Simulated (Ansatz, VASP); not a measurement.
**Al3GaN4 in VASP and in Ansatz**

```xyz
8
Lattice="4.4070 0.0000 0.0000 0.0000 4.4070 0.0000 0.0000 0.0000 4.4070" Properties=species:S:1:pos:R:3 pbc="T T T"
Al    2.2035    2.2035    0.0000
Al    2.2035    0.0000    2.2035
Al    0.0000    2.2035    2.2035
Ga    0.0000    0.0000    0.0000
N     3.2819    3.2819    1.1251
N     3.2819    1.1251    3.2819
N     1.1251    3.2819    3.2819
N     1.1251    1.1251    1.1251
```

Alike in both runs: task single point; functional PBEsol; k mesh 6 × 6 × 6; occupations gaussian, width 0.05 eV; no spin polarisation.

|  | VASP | Ansatz |
| --- | --- | --- |
| version | VASP 6.6.1 | Ansatz 0.2.0 |
| potentials or method | VASP PAW PBE potentials, release 64 (Al, Ga_d, N), cutoff 520 eV | scalar-relativistic, plane waves, PAW |
| valence electrons in the cell | 42 | 42 |

```csv
,VASP,Ansatz,Ansatz less VASP
gap on the k mesh at the Fermi level (eV),3.32,3.32,+0.005
least direct gap on the mesh (eV),3.32,3.32,+0.005
pressure (GPa),0.0,0.0,+0.06
rms of the force components (eV/Å),0.003,0.000,-0.0032
```

VASP's potentials were made for PBE, not for PBEsol. Atom by atom the forces differ by 0.003 eV/Å (rms over components).
